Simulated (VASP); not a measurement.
Runs of VASP 6.6.1 on Os. Symmetry: Fm-3m, No. 225, cubic system. Conventional cell: a = 3.844 Å, b = 3.844 Å, c = 3.844 Å, α = 90.00°, β = 90.00°, γ = 90.00°. Os (site symmetry m-3m) has 12 Os at 2.72 Å within 3.6 Å. This isn't the form of Os at room conditions, which is hcp.

```csv
level,U,k mesh,cutoff (eV),smearing,LDAUTYPE,hund's J,gap on the mesh (eV),pressure (GPa)
BLYP,-,4 × 4 × 4,560,fermi-dirac 0.272114 eV,-,-,none,(a)
PBE+U,"Os d U = 7.5 eV, J = 0.69 eV",4 × 4 × 4,560,gaussian 0.1 eV,1,0.69,none,-1.3
PBE+D3(BJ),-,6 × 6 × 6,560,tetrahedron,-,-,none,-3.8
r2SCAN+U,Os d U = 4.2 eV,3 × 3 × 3,620,gaussian 0.12 eV,-,-,none,23.1
```

Alike in all rows: task single point; potentials or basis VASP PAW PBE potentials, release 64 (Os_sv_GW); no spin polarisation; cell as given.

**Question.** Fill in the values left out.

**Answer.** (a) 21.6.

Caveats: all runs use coarse meshes; spin-orbit coupling is left out, which moves the levels of the heavy elements; the PAW data sets were made with another functional, which shifts forces and pressure a little (at least some runs); U without spin polarisation on a metal has little footing (at least some runs); the U is typed as a test and isn't derived for this compound (at least some runs); so wide a smearing shifts energies and pressures (at least some runs); three body term missing (at least some runs); tetrahedron occupations give inexact forces and stress in metals (at least some runs).

A k mesh can miss the band edges, and the runs leave out spin-orbit coupling on Os.

A gap of «none» marks levels without a gap at the run's occupations.
